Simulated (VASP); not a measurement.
Here is a VASP 6.6.1 calculation.

File INCAR:

```
SYSTEM = MgS
ALGO = Normal
EDIFF = 1E-7
ENCUT = 520
GGA = PE
ISIF = 2
ISMEAR = 0
LASPH = .True.
LCHARG = .False.
LREAL = .False.
LWAVE = .False.
NBANDS = 11
NELM = 100
PREC = Accurate
SIGMA = 0.05
```

KPOINTS

```
k-points
0
Gamma
  8 8 8
  0 0 0
```

File POSCAR:

```
MgS
1.0
    0.0000000000      2.7967737500      2.6016500000
    2.4065262500      0.0000000000      2.6016500000
    2.4065262500      2.7967737500      0.0000000000
Mg S
1 1
Direct
    0.0000000000      0.0000000000      0.0000000000
    0.5000000000      0.5000000000      0.5000000000
```

Potentials or basis: VASP PAW PBE potentials, release 64 (Mg, S).

Command:

```sh
$ cat potpaw_PBE.64/Mg/POTCAR potpaw_PBE.64/S/POTCAR > POTCAR
$ mpirun -np 1 vasp_std > vasp.out
```

(1) Predict the pressure.

(2) What does it give for the band gap on the k mesh?

Results:

(1) 4.1 GPa.

(2) 2.39 eV, indirect (least direct gap 3.53 eV).

Caveat: the cell differs from its parent crystal (strain -0.0750 x Voigt [1, -1, 0, 0, 0, 0]).
